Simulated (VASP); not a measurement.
**Al2Pt: single point with PBE**

Al2Pt:

```
CELL_PARAMETERS angstrom
2.97320 -2.97320 0.00000
2.97320 0.00000 -2.97320
6.09075 6.09075 6.09075
ATOMIC_POSITIONS crystal
Al 0.66667 0.66667 0.40681
Al 0.00000 0.00000 0.08137
Al 0.33333 0.33333 0.73224
Al 0.66667 0.66667 0.89496
Al 0.00000 0.00000 0.56953
Al 0.33333 0.33333 0.24409
Pt 0.00000 0.00000 0.81360
Pt 0.33333 0.33333 0.48817
Pt 0.66667 0.66667 0.16273
```

| Item | Value |
| --- | --- |
| Program | VASP 6.6.1 |
| Task | single point |
| Functional | PBE |
| Potentials or basis | VASP PAW PBE potentials, release 64 (Al, Pt) |
| Cutoff | 520 eV |
| k mesh | 13 × 13 × 5 |
| Occupations | gaussian, width 0.15 eV |
| Spin | no spin polarisation |

```json
{
 "Pressure": "-2.4 GPa",
 "Largest force": "0.602 eV/Å",
 "Band gap on the k mesh": "zero (band 24 reaches 10.14 eV, above the bottom of band 25 at 6.50 eV)"
}
```

Forces on the atoms (eV/Å):
```
Al  -0.065 -0.065 -0.065
Al  -0.348 -0.348 -0.348
Al   0.034  0.034  0.034
Al   0.348  0.348  0.348
Al   0.065  0.065  0.065
Al  -0.034 -0.034 -0.034
Pt   0.318  0.318  0.318
Pt   0.000  0.000  0.000
Pt  -0.318 -0.318 -0.318
```

Stress tensor (GPa, compression positive):
```
-2.36 -1.21 -1.21
-1.21 -2.36 -1.21
-1.21 -1.21 -2.36
```

Levels at points of the mesh, in eV from the Fermi level:
```
           k point  band 20  band 21  band 22  band 23  band 24  band 25  band 26  band 27  band 28  band 29
(0.00, 0.00, 0.00)    -2.17     1.63     1.63     1.88     1.88     2.57     3.62     3.79     3.82     3.84
```

Wall time 19 min on 1 thread of Oxide Virtual Turin-like Processor, on a shared host, peak memory 0.51 GiB.

Caveat: spin-orbit coupling is left out, which moves the levels of the heavy elements.
